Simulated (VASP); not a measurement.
# Al (Im-3m) in VASP: single point with PBEsol

Aim: the single point of Al with PBEsol.

Everything below comes from runs of VASP 6.6.1. Logs are shortened: lines on timing, memory, paths and dates and some standing lists are left out, and cuts for length are marked.

## (1) The cell of the first run

The structure is cubic, space group Im-3m (No. 229). Conventional cell: a = 3.213 Å, b = 3.213 Å, c = 3.213 Å, α = 90.00°, β = 90.00°, γ = 90.00°. Within 3.7 Å of Al (site symmetry m-3m) lie 14 Al at 2.78 to 3.21 Å.

This isn't the form of Al at room conditions, which is fcc.

## (2) Single point, PBEsol

The input, INCAR:

```
ALGO = Normal
EDIFF = 1E-6
ENCUT = 520
GGA = PS
ISIF = 2
ISMEAR = 0
LASPH = T
LCHARG = F
LREAL = F
LWAVE = F
NBANDS = 8
NELM = 60
PREC = Accurate
SIGMA = 0.15
```

The input, KPOINTS:

```
k-points
0
Gamma
  28 28 28
```

The input, POSCAR:

```
Al
1.0
   -1.6064390039      1.6064390039      1.6064390039
    1.6064390039     -1.6064390039      1.6064390039
    1.6064390039      1.6064390039     -1.6064390039
Al
1
Direct
    0.0000000000      0.0000000000      0.0000000000
```

Potentials or basis: VASP PAW PBE potentials, release 64 (Al).

The run is started by

```sh
cat potpaw_PBE.64/Al/POTCAR > POTCAR
mpirun -np 1 vasp_std > vasp.out
```

OUTCAR:

```text
EDIFF = 1E-6
   ENCUT = 520
   GGA = PS
   ISIF = 2
   ISMEAR = 0
   LASPH = T
   LREAL = F
   NELM = 60
   PREC = Accurate

 ion  position               nearest neighbor table
   1  0.000  0.000  0.000-

  LATTYP: Found a body centered cubic cell.
 ALAT       =     3.2128780078

  Lattice vectors:

 A1 = (  -1.6064390039,   1.6064390039,   1.6064390039)
 A2 = (   1.6064390039,  -1.6064390039,   1.6064390039)
 A3 = (   1.6064390039,   1.6064390039,  -1.6064390039)

Analysis of symmetry for initial positions (statically):
=====================================================================
 Subroutine PRICEL returns:
 Original cell was already a primitive cell.

 Routine SETGRP: Setting up the symmetry group for a
 body centered cubic supercell.

 Subroutine GETGRP returns: Found 48 space group operations
 (whereof 48 operations were pure point group operations)
 out of a pool of 48 trial point group operations.

The static configuration has the point symmetry O_h .

Analysis of symmetry for dynamics (positions and initial velocities):
=====================================================================
 Subroutine PRICEL returns:
 Original cell was already a primitive cell.

 Routine SETGRP: Setting up the symmetry group for a
 body centered cubic supercell.

 Subroutine GETGRP returns: Found 48 space group operations
 (whereof 48 operations were pure point group operations)
 out of a pool of 48 trial point group operations.

The dynamic configuration has the point symmetry O_h .

 Subroutine INISYM returns: Found 48 space group operations
 (whereof 48 operations are pure point group operations),
 and found     1 'primitive' translations

----------------------------------------------------------------------------------------

                                     Primitive cell

  volume of cell :      16.5826

  direct lattice vectors                    reciprocal lattice vectors
    -1.606439004  1.606439004  1.606439004     0.000000000  0.311247423  0.311247423
     1.606439004 -1.606439004  1.606439004     0.311247423  0.000000000  0.311247423
     1.606439004  1.606439004 -1.606439004     0.311247423  0.311247423  0.000000000

  length of vectors
     2.782433974  2.782433974  2.782433974     0.440170327  0.440170327  0.440170327

  position of ions in fractional coordinates (direct lattice)
     0.000000000  0.000000000  0.000000000

  ion indices of the primitive-cell ions
   primitive index   ion index
                 1           1

----------------------------------------------------------------------------------------

 KPOINTS: k-points

Automatic generation of k-mesh.
 Grid dimensions read from file:
 generate k-points for:   28   28   28

 Generating k-lattice:

  Cartesian coordinates                     Fractional coordinates (reciprocal lattice)
     0.000000000  0.011115979  0.011115979     0.035714286  0.000000000  0.000000000
     0.011115979  0.000000000  0.011115979     0.000000000  0.035714286  0.000000000
     0.011115979  0.011115979  0.000000000     0.000000000  0.000000000  0.035714286

  Length of vectors
     0.015720369  0.015720369  0.015720369

  Shift w.r.t. Gamma in fractional coordinates (k-lattice)
     0.000000000  0.000000000  0.000000000

 Subroutine IBZKPT returns following result:
 ===========================================

 Found    624 irreducible k-points:

 Following reciprocal coordinates:
            Coordinates               Weight
  0.000000  0.000000  0.000000      1.000000
  0.035714  0.000000  0.000000     12.000000
  0.071429  0.000000  0.000000     12.000000
  0.107143  0.000000  0.000000     12.000000
  0.142857  0.000000  0.000000     12.000000
  0.178571  0.000000  0.000000     12.000000
[... 16 lines left out ...]
  0.285714  0.035714  0.000000     48.000000
  0.321429  0.035714  0.000000     48.000000
 [... further k-points ...]
   k-points           NKPTS =    624   k-points in BZ     NKDIM =    624   number of bands    NBANDS=      8
   number of dos      NEDOS =    301   number of ions     NIONS =      1
   total plane-waves  NPLWV =  13824
   dimension x,y,z NGX =    24 NGY =   24 NGZ =   24
   dimension x,y,z NGXF=    48 NGYF=   48 NGZF=   48
   ions per type =               1
   NGX,Y,Z   is equivalent  to a cutoff of  14.34, 14.34, 14.34 a.u.
   NGXF,Y,Z  is equivalent  to a cutoff of  28.68, 28.68, 28.68 a.u.
 SYSTEM =  unknown system
   PREC   = accura    normal or accurate (medium, high low for compatibility)
   ISTART =      0    job   : 0-new  1-cont  2-samecut
   ICHARG =      2    charge: 1-file 2-atom 10-const
   ISPIN  =      1    spin polarized calculation?
   LNONCOLLINEAR =      F non collinear calculations
   LSORBIT =      F    spin-orbit coupling
   LASPH  =      T    aspherical Exc in radial PAW
   ENCUT  =  520.0 eV  38.22 Ry    6.18 a.u.   5.17  5.17  5.17*2*pi/ulx,y,z
   NELM   =     60;   NELMIN=  2; NELMDL= -5     # of ELM steps
   EDIFF  = 0.1E-05   stopping-criterion for ELM
   LREAL  =      F    real-space projection
   EDIFFG = 0.1E-04   stopping-criterion for IOM
   NSW    =      0    number of steps for IOM
   IBRION =     -1    ionic relax: 0-MD 1-quasi-New 2-CG
   NFREE  =      0    steps in history (QN), initial steepest desc. (CG)
   ISIF   =      2    stress and relaxation
   ISYM   =      2    0-nonsym 1-usesym 2-fastsym
   POTIM  = 0.5000    time-step for ionic-motion
   TEBEG  =    0.0;   TEEND  =   0.0 temperature during run
   PSTRESS=    0.0 pullay stress
   NELECT =       3.0000    total number of electrons
   NUPDOWN=      -1.0000    fix difference up-down
   EMIN   =  10.00;   EMAX   =-10.00  energy-range for DOS
   EFERMI =   0.00;   METHOD = LEGACY
   ISMEAR =     0;   SIGMA  =   0.15  broadening in eV -4-tet -1-fermi 0-gaus
   EFERMI_NEDOS =   21; number of points for ismear=-14 and -15
   IALGO  =     38    algorithm
   IMIX   =      4    mixing-type and parameters
     AMIX     =   0.40;   BMIX     =  1.00
     AMIX_MAG =   1.60;   BMIX_MAG =  1.00
  volume/ion in A,a.u.               =      16.58       111.90
  Fermi-wavevector in a.u.,A,eV,Ry     =   0.925901  1.749698 11.664164  0.857292
  Thomas-Fermi vector in A             =   2.051805
   LORBIT       =      0    0 simple, 1 ext, 2 COOP (PROOUT), +10 PAW based schemes
   GGA     = PS    functional components
   LHFCALC =     F    Hartree Fock is set to
   AEXX    =    0.0000 exact exchange contribution
   IVDW    =     0    specifies the selected vdW correction
   LEPSILON=     F    determine dielectric tensor
   LRPA    =     F    only Hartree local field effects (RPA)
 non-spin polarized calculation
 Gauss-broadening in eV      SIGMA  =   0.15
  energy-cutoff  :      520.00
  volume of cell :       16.58
 maximum number of plane-waves:       466
 NGX is ok and might be reduce to    24
   NGX = 11   NGY = 11   NGZ = 11

 number of electron       3.0000000 magnetization

 Free energy of the ion-electron system (eV)
  ---------------------------------------------------
  ext. energy  EPLUGINS =         0.00000000
  ---------------------------------------------------
  free energy    TOTEN  =        -3.99648644 eV

  energy without entropy =       -3.99173743  energy(sigma->0) =       -3.99411193

 E-fermi :   7.8899     XC(G=0): -10.2425

 val. band max:        7.8719995336   @ k =   0.3214   0.1071   0.0000
 cond. band min:       7.8940587135   @ k =  -0.3929   0.3929   0.1786
 fundamental gap:      0.0220591799
 Fermi energy:         7.8899482642

 k-point     1 :       0.0000    0.0000    0.0000
  band No.  band energies     occupation
      1      -3.1927      2.00000
      2      21.1110      0.00000
      3      21.1110      0.00000
      4      21.1110      0.00000
      5      22.5043      0.00000
      6      22.5043      0.00000
      7      22.5043      0.00000
      8      24.1456      0.00000

 k-point     2 :       0.0357    0.0000    0.0000
  band No.  band energies     occupation
      1      -3.1562      2.00000
      2      20.5529      0.00000
      3      20.7520      0.00000
      4      20.9499      0.00000
      5      22.3419      0.00000
      6      22.7735      0.00000
      7      22.9241      0.00000
      8      23.7145      0.00000

 k-point     3 :       0.0714    0.0000    0.0000
  band No.  band energies     occupation
      1      -3.0464      2.00000
      2      19.3814      0.00000
      3      20.1236      0.00000
      4      20.5362      0.00000
      5      21.9290      0.00000
      6      23.0192      0.00000
      7      23.2553      0.00000
      8      23.7352      0.00000

 k-point     4 :       0.1071    0.0000    0.0000
  band No.  band energies     occupation
      1      -2.8637      2.00000
      2      17.9859      0.00000
      3      19.4875      0.00000
      4      19.9937      0.00000
      5      21.3990      0.00000
      6      22.4901      0.00000
      7      23.6445      0.00000
      8      24.3004      0.00000

 k-point     5 :       0.1429    0.0000    0.0000
  band No.  band energies     occupation
      1      -2.6084      2.00000
      2      16.5174      0.00000
      3      18.8911      0.00000
      4      19.4111      0.00000
      5      20.8416      0.00000
      6      21.9912      0.00000
      7      24.0679      0.00000
      8      24.4833      0.00000

 k-point     6 :       0.1786    0.0000    0.0000
  band No.  band energies     occupation
      1      -2.2807      2.00000
      2      15.0424      0.00000
      3      18.3462      0.00000
      4      18.8374      0.00000
      5      20.3013      0.00000
      6      21.5281      0.00000
      7      24.5167      0.00000
      8      24.7296      0.00000

 k-point     7 :       0.2143    0.0000    0.0000
  band No.  band energies     occupation
      1      -1.8813      2.00000
      2      13.5913      0.00000
      3      17.8568      0.00000
      4      18.2982      0.00000
      5      19.7994      0.00000
      6      21.0959      0.00000
      7      25.0041      0.00000
      8      25.0355      0.00000

 k-point     8 :       0.2500    0.0000    0.0000
  band No.  band energies     occupation
      1      -1.4106      2.00000
      2      12.1796      0.00000
      3      17.4245      0.00000
      4      17.8078      0.00000
      5      19.3465      0.00000
      6      20.6970      0.00000
      7      25.3980      0.00000
      8      25.5381      0.00000

 k-point     9 :       0.2857    0.0000    0.0000
  band No.  band energies     occupation
      1      -0.8695      2.00000
      2      10.8158      0.00000
      3      17.0499      0.00000
      4      17.3742      0.00000
      5      18.9486      0.00000
      6      20.3367      0.00000
      7      25.8143      0.00000
      8      26.1226      0.00000

 k-point    10 :       0.3214    0.0000    0.0000
  band No.  band energies     occupation
      1      -0.2587      2.00000
      2       9.5050      0.00000
      3      16.7332      0.00000
      4      17.0023      0.00000
      5      18.6089      0.00000
      6      20.0209      0.00000
      7      26.2802      0.00000
      8      26.7574      0.00000
[... 78 lines left out ...]
 k-point    18 :       0.1071    0.0357    0.0000
  band No.  band energies     occupation
      1      -2.7178      2.00000
      2      17.2711      0.00000
      3      18.7026      0.00000
      4      19.5783      0.00000
      5      21.4231      0.00000
      6      22.3639      0.00000
      7      23.6007      0.00000
      8      24.6300      0.00000

 k-point    19 :       0.1429    0.0357    0.0000
  band No.  band energies     occupation
      1      -2.4263      2.00000
      2      15.7978      0.00000
      3      18.1132      0.00000
      4      19.0063      0.00000
      5      20.8898      0.00000
      6      21.9790      0.00000
      7      23.8641      0.00000
      8      25.0373      0.00000

 k-point    20 :       0.1786    0.0357    0.0000
  band No.  band energies     occupation
      1      -2.0627      2.00000
      2      14.3342      0.00000
      3      17.5723      0.00000
      4      18.4676      0.00000
      5      20.3732      0.00000
      6      21.5871      0.00000
      7      24.1798      0.00000
      8      25.4654      0.00000

 k-point    21 :       0.2143    0.0357    0.0000
  band No.  band energies     occupation
      1      -1.6277      2.00000
      2      12.9027      0.00000
      3      17.0845      0.00000
      4      17.9774      0.00000
      5      19.8958      0.00000
      6      21.2046      0.00000
      7      24.5551      0.00000
      8      25.9335      0.00000

 k-point    22 :       0.2500    0.0357    0.0000
  band No.  band energies     occupation
      1      -1.1218      2.00000
      2      11.5151      0.00000
      3      16.6526      0.00000
      4      17.5430      0.00000
      5      19.4679      0.00000
      6      20.8460      0.00000
      7      24.9890      0.00000
      8      26.4470      0.00000

 k-point    23 :       0.2857    0.0357    0.0000
  band No.  band energies     occupation
      1      -0.5458      2.00000
      2      10.1779      0.00000
      3      16.2788      0.00000
      4      17.1685      0.00000
      5      19.0953      0.00000
      6      20.5225      0.00000
      7      25.4779      0.00000
      8      27.0065      0.00000

 k-point    24 :       0.3214    0.0357    0.0000
  band No.  band energies     occupation
      1       0.0993      2.00000
      2       8.8955      0.00000
      3      15.9647      0.00000
      4      16.8555      0.00000
      5      18.7815      0.00000
      6      20.2422      0.00000
      7      26.0168      0.00000
      8      27.6073      0.00000

 [... further k-points ...]

------------------------ aborting loop because EDIFF is reached ----------------------------------------

  FORCE on cell =-STRESS in cart. coord.  units (eV):
  Direction    XX          YY          ZZ          XY          YZ          ZX
  --------------------------------------------------------------------------------------
  -------------------------------------------------------------------------------------
  Total        0.0011438      0.0011438      0.0011438      0.0000000      0.0000000      0.0000000
  in kB        0.1105152      0.1105152      0.1105152      0.0000000      0.0000000      0.0000000
  external PRESSURE =       0.1105152 kB  Pullay stress =       0.0000000 kB

 VOLUME and BASIS-vectors are now :
 -----------------------------------------------------------------------------
  energy-cutoff  :      520.00
  volume of cell :       16.58
      direct lattice vectors                 reciprocal lattice vectors
    -1.606439004  1.606439004  1.606439004     0.000000000  0.311247423  0.311247423
     1.606439004 -1.606439004  1.606439004     0.311247423  0.000000000  0.311247423
     1.606439004  1.606439004 -1.606439004     0.311247423  0.311247423  0.000000000

 POSITION                                       TOTAL-FORCE (eV/Angst)
 -----------------------------------------------------------------------------------
      0.00000      0.00000      0.00000        -0.000000     -0.000000     -0.000000
 -----------------------------------------------------------------------------------
    total drift:                                0.000000      0.000000      0.000000

  FREE ENERGIE OF THE ION-ELECTRON SYSTEM (eV)
  ---------------------------------------------------
  free  energy   TOTEN  =        -3.9964864383 eV

  energy  without entropy=       -3.9917374280  energy(sigma->0) =       -3.99411193
```

It took 44 s on 1 thread of Intel Xeon 8259CL, shared host; peak memory 0.19 GiB.

Results:

```
Free energy            : -3.9965 eV
Pressure               : 0.0 GPa
Band gap on the k mesh : zero (an odd number of electrons rules out a gap without spin polarisation)
```

Caveat: the PAW data sets were made with another functional, which shifts forces and pressure a little.

The gap in the log of VASP goes by the Fermi energy; the results here count the filled bands.